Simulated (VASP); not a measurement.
# SnTe (R-3m) in VASP: further runs

The runs below take SnTe through electric field gradients, with LDA.

All numbers are computed with VASP 6.6.1; they aren't measurements. Logs are shortened: lines on timing, memory, paths and dates and some standing lists are left out, and cuts for length are marked.

**1. The cell of the first run**

Symmetry: R-3m, No. 166, trigonal system. The conventional cell has a = 4.509 Å, b = 4.509 Å, c = 10.716 Å, α = 90.00°, β = 90.00°, γ = 120.00°. Within 4.2 Å of Sn (site symmetry -3m) lie 6 Te at 3.16 Å. Within 4.2 Å of Te (site symmetry -3m) lie 6 Sn at 3.16 Å.

**2. Electric field gradients, LDA (equal xy, yz and zx shear strains of -2 %)**

Contents of INCAR:

```
SYSTEM = SnTe
ALGO = Normal ; EDIFF = 1E-8
ENCUT = 520 ; GGA = CA
ISIF = 2 ; ISMEAR = -1
LASPH = .TRUE. ; LCHARG = .FALSE.
LEFG = .TRUE. ; LREAL = .FALSE.
LWAVE = .FALSE. ; NBANDS = 17
NELM = 60 ; PREC = Accurate
SIGMA = 0.08
```

Contents of KPOINTS:

```
k-points
0
G
  11 11 11
  0 0 0
```

Contents of POSCAR:

```
SnTe
1.0
   -0.0631300000      3.1249350000      3.1249350000
    3.1249350000     -0.0631300000      3.1249350000
    3.1249350000      3.1249350000     -0.0631300000
Sn Te
1 1
Direct
    0.0000000000      0.0000000000      0.0000000000
    0.5000000000      0.5000000000      0.5000000000
```

Potentials or basis: VASP PAW LDA potentials, release 64 (Sn_d, Te).

The run is started by

```console
$ cat potpaw_LDA.64/Sn_d/POTCAR potpaw_LDA.64/Te/POTCAR > POTCAR
$ mpirun -np 1 vasp_std > vasp.out
```

OUTCAR:

```text
SYSTEM = SnTe
   EDIFF = 1E-8
   ENCUT = 520
   GGA = CA
   ISIF = 2
   ISMEAR = -1
   LASPH = .TRUE.
   LREAL = .FALSE.
   NELM = 60
   PREC = Accurate

 ion  position               nearest neighbor table
   1  0.000  0.000  0.000-   2 3.16   2 3.16   2 3.16   2 3.16   2 3.16   2 3.16
   2  0.500  0.500  0.500-   1 3.16   1 3.16   1 3.16   1 3.16   1 3.16   1 3.16

  LATTYP: Found a trigonal (rhomboedric) cell.
 ALAT       =     4.4197763411
 COS(alpha) =     0.4797000918

  Lattice vectors:

 A1 = (  -0.0631300000,   3.1249350000,   3.1249350000)
 A2 = (   3.1249350000,  -0.0631300000,   3.1249350000)
 A3 = (   3.1249350000,   3.1249350000,  -0.0631300000)

Analysis of symmetry for initial positions (statically):
=====================================================================
 Subroutine PRICEL returns:
 Original cell was already a primitive cell.

 Routine SETGRP: Setting up the symmetry group for a
 trigonal (rhombohedral) supercell.

 Subroutine GETGRP returns: Found 12 space group operations
 (whereof 12 operations were pure point group operations)
 out of a pool of 12 trial point group operations.

The static configuration has the point symmetry D_3d.

Analysis of symmetry for dynamics (positions and initial velocities):
=====================================================================
 Subroutine PRICEL returns:
 Original cell was already a primitive cell.

 Routine SETGRP: Setting up the symmetry group for a
 trigonal (rhombohedral) supercell.

 Subroutine GETGRP returns: Found 12 space group operations
 (whereof 12 operations were pure point group operations)
 out of a pool of 12 trial point group operations.

The dynamic configuration has the point symmetry D_3d.

 Subroutine INISYM returns: Found 12 space group operations
 (whereof 12 operations are pure point group operations),
 and found     1 'primitive' translations

----------------------------------------------------------------------------------------

                                     Primitive cell

  volume of cell :      62.8805

  direct lattice vectors                    reciprocal lattice vectors
    -0.063130000  3.124935000  3.124935000    -0.155234589  0.158435302  0.158435302
     3.124935000 -0.063130000  3.124935000     0.158435302 -0.155234589  0.158435302
     3.124935000  3.124935000 -0.063130000     0.158435302  0.158435302 -0.155234589

  length of vectors
     4.419776341  4.419776341  4.419776341     0.272582588  0.272582588  0.272582588

  position of ions in fractional coordinates (direct lattice)
     0.000000000  0.000000000  0.000000000
     0.500000000  0.500000000  0.500000000

  ion indices of the primitive-cell ions
   primitive index   ion index
                 1           1
                 2           2

----------------------------------------------------------------------------------------

 KPOINTS: k-points

Automatic generation of k-mesh.
 Grid dimensions read from file:
 generate k-points for:   11   11   11

 Generating k-lattice:

  Cartesian coordinates                     Fractional coordinates (reciprocal lattice)
    -0.014112235  0.014403209  0.014403209     0.090909091  0.000000000  0.000000000
     0.014403209 -0.014112235  0.014403209     0.000000000  0.090909091  0.000000000
     0.014403209  0.014403209 -0.014112235     0.000000000  0.000000000  0.090909091

  Length of vectors
     0.024780235  0.024780235  0.024780235

  Shift w.r.t. Gamma in fractional coordinates (k-lattice)
     0.000000000  0.000000000  0.000000000

 Subroutine IBZKPT returns following result:
 ===========================================

 Found    146 irreducible k-points:

 Following reciprocal coordinates:
            Coordinates               Weight
  0.000000  0.000000  0.000000      1.000000
  0.090909  0.000000  0.000000      6.000000
  0.181818 -0.000000  0.000000      6.000000
  0.272727  0.000000 -0.000000      6.000000
  0.363636  0.000000 -0.000000      6.000000
  0.454545  0.000000  0.000000      6.000000
[... 16 lines left out ...]
 -0.272727  0.181818  0.000000     12.000000
 -0.181818  0.181818  0.000000      6.000000
 [... further k-points ...]
   k-points           NKPTS =    146   k-points in BZ     NKDIM =    146   number of bands    NBANDS=     17
   number of dos      NEDOS =    301   number of ions     NIONS =      2
   total plane-waves  NPLWV =  46656
   dimension x,y,z NGX =    36 NGY =   36 NGZ =   36
   dimension x,y,z NGXF=    72 NGYF=   72 NGZF=   72
   ions per type =               1   1
   NGX,Y,Z   is equivalent  to a cutoff of  13.54, 13.54, 13.54 a.u.
   NGXF,Y,Z  is equivalent  to a cutoff of  27.08, 27.08, 27.08 a.u.
 SYSTEM =  SnTe
   PREC   = accura    normal or accurate (medium, high low for compatibility)
   ISTART =      0    job   : 0-new  1-cont  2-samecut
   ICHARG =      2    charge: 1-file 2-atom 10-const
   ISPIN  =      1    spin polarized calculation?
   LNONCOLLINEAR =      F non collinear calculations
   LSORBIT =      F    spin-orbit coupling
   LASPH  =      T    aspherical Exc in radial PAW
   ENCUT  =  520.0 eV  38.22 Ry    6.18 a.u.   8.22  8.22  8.22*2*pi/ulx,y,z
   NELM   =     60;   NELMIN=  2; NELMDL= -5     # of ELM steps
   EDIFF  = 0.1E-07   stopping-criterion for ELM
   LREAL  =      F    real-space projection
   EDIFFG = 0.1E-06   stopping-criterion for IOM
   NSW    =      0    number of steps for IOM
   IBRION =     -1    ionic relax: 0-MD 1-quasi-New 2-CG
   NFREE  =      0    steps in history (QN), initial steepest desc. (CG)
   ISIF   =      2    stress and relaxation
   ISYM   =      2    0-nonsym 1-usesym 2-fastsym
   POTIM  = 0.5000    time-step for ionic-motion
   TEBEG  =    0.0;   TEEND  =   0.0 temperature during run
   PSTRESS=    0.0 pullay stress
   NELECT =      20.0000    total number of electrons
   NUPDOWN=      -1.0000    fix difference up-down
   EMIN   =  10.00;   EMAX   =-10.00  energy-range for DOS
   EFERMI =   0.00;   METHOD = LEGACY
   ISMEAR =    -1;   SIGMA  =   0.08  broadening in eV -4-tet -1-fermi 0-gaus
   EFERMI_NEDOS =   21; number of points for ismear=-14 and -15
   IALGO  =     38    algorithm
   IMIX   =      4    mixing-type and parameters
     AMIX     =   0.40;   BMIX     =  1.00
     AMIX_MAG =   1.60;   BMIX_MAG =  1.00
  volume/ion in A,a.u.               =      31.44       212.17
  Fermi-wavevector in a.u.,A,eV,Ry     =   1.117496  2.111762 16.990928  1.248798
  Thomas-Fermi vector in A             =   2.254120
   LORBIT       =      0    0 simple, 1 ext, 2 COOP (PROOUT), +10 PAW based schemes
   GGA     = CA    functional components
   LHFCALC =     F    Hartree Fock is set to
   AEXX    =    0.0000 exact exchange contribution
   IVDW    =     0    specifies the selected vdW correction
   LEPSILON=     F    determine dielectric tensor
   LRPA    =     F    only Hartree local field effects (RPA)
 non-spin polarized calculation
  energy-cutoff  :      520.00
  volume of cell :       62.88
 maximum number of plane-waves:      1729
 NGX is ok and might be reduce to    36
   NGX = 17   NGY = 17   NGZ = 17

 number of electron      20.0000000 magnetization

 Free energy of the ion-electron system (eV)
  ---------------------------------------------------
  ext. energy  EPLUGINS =         0.00000000
  ---------------------------------------------------
  free energy    TOTEN  =        -8.81808114 eV

  energy without entropy =       -8.81585564  energy(sigma->0) =       -8.81696839

 E-fermi :   6.6287     XC(G=0):  -9.7175

 val. band max:        6.5149249092   @ k =   0.4545   0.0000   0.0000
 cond. band min:       6.7282471066   @ k =   0.4545   0.4545   0.4545
 fundamental gap:      0.2133221974
 Fermi energy:         6.6287377011

 k-point     1 :       0.0000    0.0000    0.0000
  band No.  band energies     occupation
      1     -15.1169      2.00000
      2     -15.1169      2.00000
      3     -15.1083      2.00000
      4     -15.1078      2.00000
      5     -15.1078      2.00000
      6      -6.1064      2.00000
[... 9 lines left out ...]
     16      11.7245      0.00000
     17      13.4586      0.00000
[... 441 lines left out ...]
 k-point    24 :      -0.1818    0.1818    0.0000
  band No.  band energies     occupation
      1     -15.1201      2.00000
      2     -15.1196      2.00000
      3     -15.1064      2.00000
      4     -15.1051      2.00000
      5     -15.1035      2.00000
      6      -5.4343      2.00000
[... 9 lines left out ...]
     16      14.4013      0.00000
     17      14.6280      0.00000

 [... further k-points ...]

------------------------ aborting loop because EDIFF is reached ----------------------------------------

  FORCE on cell =-STRESS in cart. coord.  units (eV):
  Direction    XX          YY          ZZ          XY          YZ          ZX
  --------------------------------------------------------------------------------------
  -------------------------------------------------------------------------------------
  Total       -0.6561570     -0.6561570     -0.6561570      0.1307874      0.1307874      0.1307874
  in kB      -16.7186870    -16.7186870    -16.7186870      3.3324247      3.3324247      3.3324247
  external PRESSURE =     -16.7186870 kB  Pullay stress =       0.0000000 kB

 VOLUME and BASIS-vectors are now :
 -----------------------------------------------------------------------------
  energy-cutoff  :      520.00
  volume of cell :       62.88
      direct lattice vectors                 reciprocal lattice vectors
    -0.063130000  3.124935000  3.124935000    -0.155234589  0.158435302  0.158435302
     3.124935000 -0.063130000  3.124935000     0.158435302 -0.155234589  0.158435302
     3.124935000  3.124935000 -0.063130000     0.158435302  0.158435302 -0.155234589

 POSITION                                       TOTAL-FORCE (eV/Angst)
 -----------------------------------------------------------------------------------
      0.00000      0.00000      0.00000        -0.000000      0.000000     -0.000000
      3.09337      3.09337      3.09337         0.000000     -0.000000      0.000000
 -----------------------------------------------------------------------------------
    total drift:                               -0.000000      0.000000      0.000000

  FREE ENERGIE OF THE ION-ELECTRON SYSTEM (eV)
  ---------------------------------------------------
  free  energy   TOTEN  =        -8.8180811357 eV

  energy  without entropy=       -8.8158556448  energy(sigma->0) =       -8.81696839

 Electric field gradients (V/A^2)
---------------------------------------------------------------------
 ion       V_xx      V_yy      V_zz      V_xy      V_xz      V_yz
---------------------------------------------------------------------
   1      -0.000     0.000    -0.000    -0.843    -0.843    -0.843
   2       0.000    -0.000     0.000   -11.804   -11.804   -11.804
---------------------------------------------------------------------

 Electric field gradients after diagonalization (V/A^2)
 (convention: |V_zz| > |V_xx| > |V_yy|)
----------------------------------------------------------------------
 ion       V_xx      V_yy      V_zz     asymmetry (V_yy - V_xx)/ V_zz
----------------------------------------------------------------------
   1       0.843     0.843    -1.686       0.000
   2      11.804    11.804   -23.608       0.000
----------------------------------------------------------------------

           NMR quadrupolar parameters

 Cq : quadrupolar parameter    Cq=e*Q*V_zz/h
 eta: asymmetry parameters     (V_yy - V_xx)/ V_zz
 Q  : nuclear electric quadrupole moment in mb (millibarn)
----------------------------------------------------------------------
 ion       Cq(MHz)       eta       Q (mb)
----------------------------------------------------------------------
   1      -0.004       0.000       1.000
   2      -0.057       0.000       1.000
----------------------------------------------------------------------
```

It took 3.7 min on 1 thread of Intel Xeon Platinum 8488C (Sapphire Rapids), shared host; peak memory 0.29 GiB.

Results:

| Quantity | Value |
| --- | --- |
| Free energy | -8.8181 eV |
| Pressure | -1.7 GPa |
| Band gap on the k mesh | 0.21 eV (least direct gap 0.40 eV) |
| Largest electric field gradient by atom | Sn -1.7; Te -23.6 V/Å² |

Electric field gradients, principal values (V/Å²):
```
atom   least  middle  greatest (by size)
1 Sn   0.843   0.843              -1.686
2 Te  11.804  11.804             -23.608
```

Caveat: the cell differs from its parent crystal (equal xy, yz and zx shear strains of -2 %); semilocal functionals underestimate gaps, and a narrow one can read as zero; without QUAD_EFG the Cq values of the log hold for a quadrupole moment of 1 mb, not for the nuclei; spin-orbit coupling is left out, which moves the levels of the heavy elements. A k mesh can miss the band edges.

[end of part 1 of 2]
